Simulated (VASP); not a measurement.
Write the native input for VASP 6.6.1 that does the following.

```yaml
Task: single point
Functional: LDA
Potentials_or_basis: VASP PAW LDA potentials, release 64 (Hg)
Cutoff: 520 eV
k_mesh: 2 × 2 × 2
Occupations: fermi-dirac, width 0.1 eV
Spin: no spin polarisation
Dipole_correction: no
Further_INCAR_settings: ALGO = Normal; EDIFF = 1e-06; NBANDS = 12
```

The structure of Hg lies in POSCAR:

```
Hg
1.0
    1.7463233735      1.0082402698      2.1478810803
   -1.7463233735      1.0082402698      2.1478810803
    0.0000000000     -2.0164805396      2.1478810803
Hg
1
Direct
    0.0000000000      1.0000000000      0.0000000000
```

One way to write it, as run:

INCAR

```
SYSTEM = Hg
PREC     = Accurate       ! precision mode
ENCUT    = 520            ! plane-wave cutoff, eV
EDIFF    = 1E-6           ! SCF threshold, eV
ISMEAR   = -1             ! smearing method
SIGMA    = 0.1            ! smearing width, eV
LREAL    = .False.        ! projectors in reciprocal space
LASPH    = .True.         ! aspherical terms in the spheres
NELM     = 60             ! most SCF steps
ALGO     = Normal         ! electronic algorithm
ISIF     = 2              ! what is computed and relaxed
LWAVE    = .False.        ! write WAVECAR
LCHARG   = .False.        ! write CHGCAR
NBANDS   = 12             ! bands
```

KPOINTS

```
Automatic mesh
0
Gamma
  2 2 2
  0 0 0
```

Potentials or basis: VASP PAW LDA potentials, release 64 (Hg).

Command:

```console
$ cat potpaw_LDA.64/Hg/POTCAR > POTCAR
$ mpirun -np 1 vasp_std > vasp.out
```

It gave:

The pressure is 10.4 GPa and the band gap on the k mesh is zero (band 6 reaches 2.90 eV, above the bottom of band 7 at 0.68 eV).

Caveat: the k points lie up to 1.15 Å⁻¹ apart; spin-orbit coupling is left out, which moves the levels of the heavy elements.

Run time: 2.9 s on 1 thread of Intel(R) Xeon(R) Platinum 8259CL CPU @ 2.50GHz (Skylake/Cascade Lake), with other jobs on the host, peak memory 0.12 GiB.
